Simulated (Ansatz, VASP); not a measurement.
**One calculation of Fe, two programs**

```
Fe
1.0
    -1.43455    1.43455    1.43455
     1.43455   -1.43455    1.43455
     1.43455    1.43455   -1.43455
Fe
1
Cartesian
  0.0000 0.0000 0.0000
```

Alike in both runs: task single point; functional r2SCAN; k mesh 15 × 15 × 15; occupations fermi-dirac, width 0.3 eV; collinear spin.

|  | VASP | Ansatz |
| --- | --- | --- |
| version | VASP 6.6.1 | Ansatz 0.2.0 |
| potentials or method | VASP PAW PBE potentials, release 64 (Fe), cutoff 520 eV | plane waves (500 eV) with PAW, scalar-relativistic |
| valence electrons in the cell | 8 | 16 |

|  | VASP | Ansatz | Ansatz less VASP |
| --- | --- | --- | --- |
| pressure (GPa) | 0.2 | 0.4 | +0.26 |
| net moment per atom (μB) | 2.65 | 2.64 | -0.002 |
| size of the moment on the site where the two differ most (μB) | 2.70 | 2.78 | +0.074 |

VASP's potentials were made for PBE, not for r2SCAN. Site moments also hang on the region over which each program counts them. VASP's potentials hold 8 valence electrons a cell and Ansatz's 16, so a difference there can come from the potentials and not from the codes. Ansatz's warnings: stability check not made.
